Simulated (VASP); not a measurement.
# Zn (P6_3/mmc) in VASP: a series of runs

The runs below take Zn through single point, with PBE, LDA.

Everything below comes from runs of VASP 6.6.1. Logs are shortened: lines on timing, memory, paths and dates and some standing lists are left out, and cuts for length are marked.

**1. The cell of the first run**

The structure is hexagonal, space group P6_3/mmc (No. 194). Conventional cell: a = 2.652 Å, b = 2.652 Å, c = 4.933 Å, α = 90.00°, β = 90.00°, γ = 120.00°. Within 3.5 Å of Zn (site symmetry -6m2) lie 12 Zn at 2.65 to 2.90 Å.

**2. Single point, PBE**

Input file INCAR:

```
  PREC = Accurate
  ENCUT = 520
  EDIFF = 1E-6
  ISMEAR = -1
  SIGMA = 0.05
  LREAL = False
  LASPH = True
  NELM = 100
  ALGO = Fast
  ISIF = 2
  LWAVE = False
  LCHARG = True
  GGA = PE
  LELF = True
  LVHAR = True
  NBANDS = 19
```

Input file KPOINTS:

```
regular mesh
0
Gamma
  11 11 6
```

Input file POSCAR:

```
Zn
1.0
    2.6520799970      0.0000000000      0.0000000000
   -1.3260399985      2.2967686502      0.0000000000
    0.0000000000      0.0000000000      4.9326701367
Zn
2
Direct
    0.6666666667      0.3333333333      0.7500000000
    0.3333333333      0.6666666667      0.2500000000
```

Potentials or basis: VASP PAW PBE potentials, release 64 (Zn).

Command:

```sh
$ cat potpaw_PBE.64/Zn/POTCAR > POTCAR
$ mpirun -np 1 vasp_std > vasp.out
```

OUTCAR:

```text
PREC = Accurate
   ENCUT = 520
   EDIFF = 1E-6
   ISMEAR = -1
   LREAL = False
   LASPH = True
   NELM = 100
   ISIF = 2
   GGA = PE

 ion  position               nearest neighbor table
   1  0.667  0.333  0.750-   2 2.90   2 2.90   2 2.90   2 2.90   2 2.90   2 2.90
   2  0.333  0.667  0.250-   1 2.90   1 2.90   1 2.90   1 2.90   1 2.90   1 2.90

  LATTYP: Found a hexagonal cell.
 ALAT       =     2.6520799970
 C/A-ratio  =     1.8599250936

  Lattice vectors:

 A1 = (   2.6520799970,   0.0000000000,   0.0000000000)
 A2 = (  -1.3260399985,   2.2967686502,   0.0000000000)
 A3 = (   0.0000000000,   0.0000000000,   4.9326701367)

Analysis of symmetry for initial positions (statically):
=====================================================================
 Subroutine PRICEL returns:
 Original cell was already a primitive cell.

 Routine SETGRP: Setting up the symmetry group for a
 hexagonal supercell.

 Subroutine GETGRP returns: Found 24 space group operations
 (whereof 12 operations were pure point group operations)
 out of a pool of 24 trial point group operations.

The static configuration has the point symmetry D_3d.
 The point group associated with its full space group is D_6h.

Analysis of symmetry for dynamics (positions and initial velocities):
=====================================================================
 Subroutine PRICEL returns:
 Original cell was already a primitive cell.

 Routine SETGRP: Setting up the symmetry group for a
 hexagonal supercell.

 Subroutine GETGRP returns: Found 24 space group operations
 (whereof 12 operations were pure point group operations)
 out of a pool of 24 trial point group operations.

The dynamic configuration has the point symmetry D_3d.
 The point group associated with its full space group is D_6h.

 Subroutine INISYM returns: Found 24 space group operations
 (whereof 12 operations are pure point group operations),
 and found     1 'primitive' translations

----------------------------------------------------------------------------------------

                                     Primitive cell

  volume of cell :      30.0460

  direct lattice vectors                    reciprocal lattice vectors
     2.652079997  0.000000000  0.000000000     0.377062532  0.217697155  0.000000000
    -1.326039998  2.296768650  0.000000000     0.000000000  0.435394309  0.000000000
     0.000000000  0.000000000  4.932670137     0.000000000  0.000000000  0.202729956

  length of vectors
     2.652079997  2.652079997  4.932670137     0.435394309  0.435394309  0.202729956

  position of ions in fractional coordinates (direct lattice)
     0.666666667  0.333333333  0.750000000
     0.333333333  0.666666667  0.250000000

  ion indices of the primitive-cell ions
   primitive index   ion index
                 1           1
                 2           2

----------------------------------------------------------------------------------------

 KPOINTS: regular mesh

Automatic generation of k-mesh.
 Grid dimensions read from file:
 generate k-points for:   11   11    6

 Generating k-lattice:

  Cartesian coordinates                     Fractional coordinates (reciprocal lattice)
     0.034278412  0.019790650  0.000000000     0.090909091 -0.000000000  0.000000000
     0.000000000  0.039581301  0.000000000     0.000000000  0.090909091  0.000000000
     0.000000000  0.000000000  0.033788326     0.000000000  0.000000000  0.166666667

  Length of vectors
     0.039581301  0.039581301  0.033788326

  Shift w.r.t. Gamma in fractional coordinates (k-lattice)
     0.000000000  0.000000000  0.000000000

 Subroutine IBZKPT returns following result:
 ===========================================

 Found     64 irreducible k-points:

 Following reciprocal coordinates:
            Coordinates               Weight
  0.000000  0.000000  0.000000      1.000000
  0.090909  0.000000  0.000000      6.000000
  0.181818  0.000000  0.000000      6.000000
  0.272727  0.000000  0.000000      6.000000
  0.363636  0.000000  0.000000      6.000000
  0.454545  0.000000  0.000000      6.000000
[... 16 lines left out ...]
  0.090909  0.090909  0.166667     12.000000
  0.181818  0.090909  0.166667     24.000000
 [... further k-points ...]
   k-points           NKPTS =     64   k-points in BZ     NKDIM =     64   number of bands    NBANDS=     19
   number of dos      NEDOS =    301   number of ions     NIONS =      2
   total plane-waves  NPLWV =  16000
   dimension x,y,z NGX =    20 NGY =   20 NGZ =   40
   dimension x,y,z NGXF=    40 NGYF=   40 NGZF=   80
   ions per type =               2
   NGX,Y,Z   is equivalent  to a cutoff of  12.54, 12.54, 13.48 a.u.
   NGXF,Y,Z  is equivalent  to a cutoff of  25.07, 25.07, 26.96 a.u.
 SYSTEM =  unknown system
   PREC   = accura    normal or accurate (medium, high low for compatibility)
   ISTART =      0    job   : 0-new  1-cont  2-samecut
   ICHARG =      2    charge: 1-file 2-atom 10-const
   ISPIN  =      1    spin polarized calculation?
   LNONCOLLINEAR =      F non collinear calculations
   LSORBIT =      F    spin-orbit coupling
   LASPH  =      T    aspherical Exc in radial PAW
   ENCUT  =  520.0 eV  38.22 Ry    6.18 a.u.   4.93  4.93  9.17*2*pi/ulx,y,z
   NELM   =    100;   NELMIN=  2; NELMDL= -5     # of ELM steps
   EDIFF  = 0.1E-05   stopping-criterion for ELM
   LREAL  =      F    real-space projection
   EDIFFG = 0.1E-04   stopping-criterion for IOM
   NSW    =      0    number of steps for IOM
   IBRION =     -1    ionic relax: 0-MD 1-quasi-New 2-CG
   NFREE  =      0    steps in history (QN), initial steepest desc. (CG)
   ISIF   =      2    stress and relaxation
   ISYM   =      2    0-nonsym 1-usesym 2-fastsym
   POTIM  = 0.5000    time-step for ionic-motion
   TEBEG  =    0.0;   TEEND  =   0.0 temperature during run
   PSTRESS=    0.0 pullay stress
   NELECT =      24.0000    total number of electrons
   NUPDOWN=      -1.0000    fix difference up-down
   EMIN   =  10.00;   EMAX   =-10.00  energy-range for DOS
   EFERMI =   0.00;   METHOD = LEGACY
   ISMEAR =    -1;   SIGMA  =   0.05  broadening in eV -4-tet -1-fermi 0-gaus
   EFERMI_NEDOS =   21; number of points for ismear=-14 and -15
   IALGO  =     68    algorithm
   IMIX   =      4    mixing-type and parameters
     AMIX     =   0.40;   BMIX     =  1.00
     AMIX_MAG =   1.60;   BMIX_MAG =  1.00
  volume/ion in A,a.u.               =      15.02       101.38
  Fermi-wavevector in a.u.,A,eV,Ry     =   1.518973  2.870442 31.392418  2.307278
  Thomas-Fermi vector in A             =   2.628021
   LORBIT       =      0    0 simple, 1 ext, 2 COOP (PROOUT), +10 PAW based schemes
   GGA     = PE    functional components
   LHFCALC =     F    Hartree Fock is set to
   AEXX    =    0.0000 exact exchange contribution
   IVDW    =     0    specifies the selected vdW correction
   LEPSILON=     F    determine dielectric tensor
   LRPA    =     F    only Hartree local field effects (RPA)
 non-spin polarized calculation
 RMM-DIIS sequential band-by-band and
  energy-cutoff  :      520.00
  volume of cell :       30.05
 maximum number of plane-waves:       829
 NGX is ok and might be reduce to    20
   NGX =  9   NGY =  9   NGZ = 19

 number of electron      24.0000016 magnetization

 Free energy of the ion-electron system (eV)
  ---------------------------------------------------
  ext. energy  EPLUGINS =         0.00000000
  ---------------------------------------------------
  free energy    TOTEN  =        -2.20121640 eV

  energy without entropy =       -2.19649984  energy(sigma->0) =       -2.19885812

 E-fermi :   3.0674     XC(G=0): -11.6154

 val. band max:        3.0547734089   @ k =   0.3636   0.2727   0.3333
 cond. band min:       3.1205360207   @ k =   0.1818   0.0000   0.1667
 fundamental gap:      0.0657626118
 Fermi energy:         3.0674478990

 k-point     1 :       0.0000    0.0000    0.0000
  band No.  band energies     occupation
      1      -7.2990      2.00000
      2      -5.4670      2.00000
      3      -4.7544      2.00000
      4      -4.5121      2.00000
      5      -4.5121      2.00000
      6      -4.4614      2.00000
[... 11 lines left out ...]
     18      22.4743      0.00000
     19      22.5220      0.00000

 k-point     2 :       0.0909    0.0000    0.0000
  band No.  band energies     occupation
      1      -7.0523      2.00000
      2      -5.3612      2.00000
      3      -4.7303      2.00000
      4      -4.5350      2.00000
      5      -4.4859      2.00000
      6      -4.4538      2.00000
[... 11 lines left out ...]
     18      21.1637      0.00000
     19      23.1329      0.00000

 k-point     3 :       0.1818    0.0000    0.0000
  band No.  band energies     occupation
      1      -6.3458      2.00000
      2      -5.1329      2.00000
      3      -4.6961      2.00000
      4      -4.5801      2.00000
      5      -4.4547      2.00000
      6      -4.4249      2.00000
[... 11 lines left out ...]
     18      19.4594      0.00000
     19      20.0136      0.00000

 k-point     4 :       0.2727    0.0000    0.0000
  band No.  band energies     occupation
      1      -5.4601      2.00000
      2      -5.0645      2.00000
      3      -4.7068      2.00000
      4      -4.5988      2.00000
      5      -4.4896      2.00000
      6      -4.3429      2.00000
[... 407 lines left out ...]
     18      17.7361      0.00000
     19      18.0538      0.00000

 k-point    23 :       0.0909    0.0909    0.1667
  band No.  band energies     occupation
      1      -6.4131      2.00000
      2      -5.1810      2.00000
      3      -4.7047      2.00000
      4      -4.5801      2.00000
      5      -4.5548      2.00000
      6      -4.3420      2.00000
[... 11 lines left out ...]
     18      19.6583      0.00000
     19      22.4961      0.00000

 k-point    24 :       0.1818    0.0909    0.1667
  band No.  band energies     occupation
      1      -5.5951      2.00000
      2      -4.9756      2.00000
      3      -4.6985      2.00000
      4      -4.6466      2.00000
      5      -4.6009      2.00000
      6      -4.4667      2.00000
[... 11 lines left out ...]
     18      17.9074      0.00000
     19      20.0366      0.00000

 [... further k-points ...]

------------------------ aborting loop because EDIFF is reached ----------------------------------------

  FORCE on cell =-STRESS in cart. coord.  units (eV):
  Direction    XX          YY          ZZ          XY          YZ          ZX
  --------------------------------------------------------------------------------------
  -------------------------------------------------------------------------------------
  Total        0.3728909      0.3728909      0.0536350      0.0000000     -0.0000000      0.0000000
  in kB       19.8841243     19.8841243      2.8600462      0.0000000     -0.0000000      0.0000000
  external PRESSURE =      14.2094316 kB  Pullay stress =       0.0000000 kB

 VOLUME and BASIS-vectors are now :
 -----------------------------------------------------------------------------
  energy-cutoff  :      520.00
  volume of cell :       30.05
      direct lattice vectors                 reciprocal lattice vectors
     2.652079997  0.000000000  0.000000000     0.377062532  0.217697155  0.000000000
    -1.326039998  2.296768650  0.000000000     0.000000000  0.435394309  0.000000000
     0.000000000  0.000000000  4.932670137     0.000000000  0.000000000  0.202729956

 POSITION                                       TOTAL-FORCE (eV/Angst)
 -----------------------------------------------------------------------------------
      1.32604      0.76559      3.69950        -0.000000      0.000000      0.000000
     -0.00000      1.53118      1.23317         0.000000     -0.000000     -0.000000
 -----------------------------------------------------------------------------------
    total drift:                               -0.000000      0.000000     -0.000000

  FREE ENERGIE OF THE ION-ELECTRON SYSTEM (eV)
  ---------------------------------------------------
  free  energy   TOTEN  =        -2.2012164033 eV

  energy  without entropy=       -2.1964998397  energy(sigma->0) =       -2.19885812
```

Wall time 22 s (1 thread of Intel Xeon Platinum 8488C (Sapphire Rapids), shared host); peak memory 0.15 GiB.

What came out:

```
Free energy            : -2.2012 eV
Pressure               : 1.4 GPa
Band gap on the k mesh : zero (band 12 reaches 4.92 eV, above the bottom of band 13 at 0.15 eV)
```

(Continued in part 2 of 2.)
